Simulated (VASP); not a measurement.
Set up this calculation in VASP 6.6.1, as the native input.

| Quantity | Value |
| --- | --- |
| Task | single point |
| Functional | r2SCAN |
| Potentials or basis | VASP PAW PBE potentials, release 64 (Y_sv, W_sv) |
| Cutoff | 550 eV |
| k mesh | 4 × 4 × 4 |
| Occupations | gaussian, width 0.1 eV |
| Spin | no spin polarisation |
| Dipole correction | no |
| Further INCAR settings | ALGO = Normal; EDIFF = 1e-06; NBANDS = 32 |

The system is Y3W.

```
Y W
1.0
     4.69594    0.00000    0.00000
     0.00000    4.69594    0.00000
     0.00000    0.00000    4.69594
Y W
3 1
Direct
  0.00000 0.50000 0.50000
  0.50000 0.00000 0.50000
  0.50000 0.50000 0.00000
  0.00000 0.00000 0.00000
```

The input as run:

POSCAR

```
Y3W
1.0
    4.6959376576      0.0000000000      0.0000000000
    0.0000000000      4.6959376576      0.0000000000
    0.0000000000      0.0000000000      4.6959376576
Y W
3 1
Direct
    0.0000000000      0.5000000000      0.5000000000
    0.5000000000      0.0000000000      0.5000000000
    0.5000000000      0.5000000000      0.0000000000
    0.0000000000      0.0000000000      0.0000000000
```

INCAR.step1

```
SYSTEM = Y3W
  ALGO = Normal
  EDIFF = 1E-5
  ENCUT = 550
  GGA = PE
  GGA_COMPAT = .False.
  ISMEAR = 0
  LASPH = .True.
  LCHARG = .False.
  LREAL = .False.
  LWAVE = .True.
  NBANDS = 32
  NELM = 120
  PREC = Accurate
  SIGMA = 0.1
```

INCAR.step2

```
SYSTEM = Y3W
  ALGO = Normal
  EDIFF = 1E-6
  ENCUT = 550
  GGA_COMPAT = .False.
  ISIF = 2
  ISMEAR = 0
  ISTART = 1
  LASPH = .True.
  LCHARG = .False.
  LMIXTAU = .True.
  LREAL = .False.
  LWAVE = .False.
  METAGGA = R2SCAN
  NBANDS = 32
  NELM = 120
  PREC = Accurate
  SIGMA = 0.1
```

KPOINTS

```
k-points
0
Gamma
  4 4 4
  0 0 0
```

Potentials or basis: VASP PAW PBE potentials, release 64 (Y_sv, W_sv).

Run with:

```bash
$ cat potpaw_PBE.64/Y_sv/POTCAR potpaw_PBE.64/W_sv/POTCAR > POTCAR
$ cp INCAR.step1 INCAR
$ mpirun -np 1 vasp_std > vasp.out
$ cp INCAR.step2 INCAR
$ mpirun -np 1 vasp_std > vasp.out
```

It gave:

```yaml
Pressure: 0.1 GPa
Band_gap_on_the_k_mesh: zero (an odd number of electrons rules out a gap without spin polarisation)
```

Caveat: the PAW data sets were made with another functional, which shifts forces and pressure a little; spin-orbit coupling is left out, which moves the levels of the heavy elements.

Wall time 3.7 min on 1 thread of Oxide Virtual Turin-like Processor (shared host), peak memory 0.2 GiB.
